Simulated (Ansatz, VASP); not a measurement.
## Os: VASP and Ansatz over several settings

```
Os
1.0
     2.69715    0.00000    0.00000
    -1.34857    2.33580    0.00000
     0.00000    0.00000    4.26132
Os
2
Cartesian
  1.3486 0.7786 3.1960
  0.0000 1.5572 1.0653
```

Single points on this cell with VASP 6.6.1 and Ansatz 0.2.0. Each row is one pair of runs. Alike in all rows: spin: off; smearing: fermi-dirac, width 0.05 eV.

```tsv
level	k mesh	VASP's potentials, cutoff	Ansatz's potentials, cutoff	gap on the k mesh at the Fermi level (eV), VASP	gap on the k mesh at the Fermi level (eV), Ansatz	pressure (GPa), VASP	pressure (GPa), Ansatz
BHLYP	6 × 6 × 3	VASP PAW PBE potentials, release 64 (Os), 520 eV	Ansatz PAW, 420 eV	none	none	22.9	18.2
BLYP+D4	11 × 11 × 6	VASP PAW PBE potentials, release 64 (Os_sv_GW), 560 eV	Ansatz PAW, 420 eV	none	none	-	-
SVWN5	11 × 11 × 6	VASP PAW PBE potentials, release 64 (Os_sv_GW), 560 eV	Ansatz PAW, 420 eV	none	?	7.8	?
HSE06	6 × 6 × 3	VASP PAW PBE potentials, release 64 (Os), 520 eV	Ansatz PAW, 420 eV	none	none	16.2	14.2
PBEsol	11 × 11 × 6	VASP PAW PBE potentials, release 64 (Os_sv_GW), 560 eV	Ansatz PAW, 420 eV	none	none	14.8	16.2
BLYP	11 × 11 × 6	VASP PAW PBE potentials, release 64 (Os_sv_GW), 560 eV	Ansatz PAW, 420 eV	none	none	-	-
r2SCAN+rVV10	11 × 11 × 6	VASP PAW PBE potentials, release 64 (Os_sv_GW), 620 eV	Ansatz PAW, 500 eV	none	none	17.5	17.2
PBEsol+D3(BJ)	11 × 11 × 6	VASP PAW PBE potentials, release 64 (Os_sv_GW), 560 eV	Ansatz PAW, 420 eV	none	none	6.4	7.8
```

**Question.** Fill in what Ansatz gave in row 3.

**Answer.** gap on the k mesh at the Fermi level (eV): none; pressure (GPa): 9.5.

VASP's potentials hold 16 valence electrons a cell and Ansatz's 32 in some rows, so a difference there can come from the potentials and not from the codes.

A gap of «none» marks a metal or a gap that the smearing closes.

The k mesh is coarse in some rows, so the values compare programs but aren't converged. Neither program's run includes spin-orbit coupling.
